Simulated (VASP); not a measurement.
## GaSb: single point with PBE

The system is GaSb.

```xyz
2
Lattice="0.0000 3.0744 3.0284 3.0744 0.0000 3.0284 3.0744 3.0744 0.0000" Properties=species:S:1:pos:R:3 pbc="T T T"
Ga    0.0000    0.0000    0.0000
Sb    4.6116    4.6116    4.5426
```

This cell differs from its parent crystal: z stretched by -1 % at fixed volume.

| Property | Result |
| --- | --- |
| Program | VASP 6.6.1 |
| Task | single point |
| Functional | PBE |
| Potentials or basis | VASP PAW PBE potentials, release 64 (Ga_d, Sb) |
| Cutoff | 520 eV |
| k mesh | 12 × 12 × 12 |
| Occupations | fermi-dirac, width 0.08 eV |
| Spin | no spin polarisation |
| Dipole correction | no |
| Further INCAR settings | ALGO = Normal; EDIFF = 1e-06; NBANDS = 16 |

```yaml
Pressure: 2.4 GPa
Band_gap_on_the_k_mesh: 0.02 eV
```

Stress tensor (GPa, compression positive):
```
2.20 0.00 0.00
0.00 2.20 0.00
0.00 0.00 2.82
```

Levels at points of the mesh, in eV from the valence-band top:
```csv
k point,band 5,band 6,band 7,band 8,band 9,band 10,band 11,band 12,band 13,band 14
"(0.00, 0.00, 0.00)",-15.02,-11.51,-0.06,-0.06,0.00,0.02,2.71,2.76,2.76,5.77
"(0.50, 0.00, 0.00)",-15.02,-9.89,-6.40,-1.25,-1.13,0.37,3.67,3.76,6.43,9.31
"(0.50, 0.50, 0.00)",-15.01,-9.02,-6.80,-2.67,-2.67,0.79,1.16,8.66,8.66,10.06
"(0.50, 0.00, 0.50)",-15.01,-9.07,-6.87,-2.58,-2.57,0.91,1.25,8.63,8.64,10.00
```

Wall time 2.3 min on 1 thread of AMD EPYC 7R43 64-Core Processor (Zen 3), on a shared host, peak memory 0.26 GiB.

Caveat: the smearing spreads over this small gap; semilocal functionals underestimate gaps, and a narrow one can read as zero; spin-orbit coupling is left out, which moves the levels of the heavy elements. A k mesh can miss the band edges.
